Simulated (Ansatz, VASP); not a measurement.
HfO2 in VASP and in Ansatz

```
Hf O
1.0
     5.16084    0.00000   -0.01534
     0.00000    5.21219    0.00000
    -0.88148    0.00000    5.27872
Hf O
4 8
Direct
  0.27572 0.04286 0.20840
  0.72428 0.54286 0.29160
  0.72428 0.95714 0.79160
  0.27572 0.45714 0.70840
  0.44913 0.75722 0.47670
  0.55087 0.25722 0.02330
  0.55087 0.24278 0.52330
  0.44913 0.74278 0.97670
  0.06720 0.32874 0.34837
  0.93280 0.82874 0.15163
  0.93280 0.67126 0.65163
  0.06720 0.17126 0.84837
```

Alike in both runs: functional PBE; k mesh 6 × 6 × 6; occupations gaussian, width 0.02 eV; no spin polarisation.

Ansatz relaxed the structure, and its values are those at the end. VASP's run is a single point on that final structure, the one shown.

```csv
,VASP,Ansatz
version,VASP 6.6.1,Ansatz 0.2.0
potentials or method,"VASP PAW PBE potentials, release 64 (Hf_pv, O), cutoff 520 eV","scalar-relativistic, plane waves, PAW"
valence electrons in the cell,88,152
```

|  | VASP | Ansatz | Ansatz less VASP |
| --- | --- | --- | --- |
| gap on the k mesh at the Fermi level (eV) | 4.00 | 4.04 | +0.042 |
| least direct gap on the mesh (eV) | 4.08 | 4.13 | +0.046 |
| pressure (GPa) | -3.0 | 0.0 | +3.04 |
| rms of the force components (eV/Å) | 0.034 | 0.002 | -0.0323 |

The functional is the same, so the differences come from potentials, cutoffs and numerics. VASP's potentials hold 88 valence electrons a cell and Ansatz's 152, so a difference there can come from the potentials and not from the codes.

Neither program's run includes spin-orbit coupling.
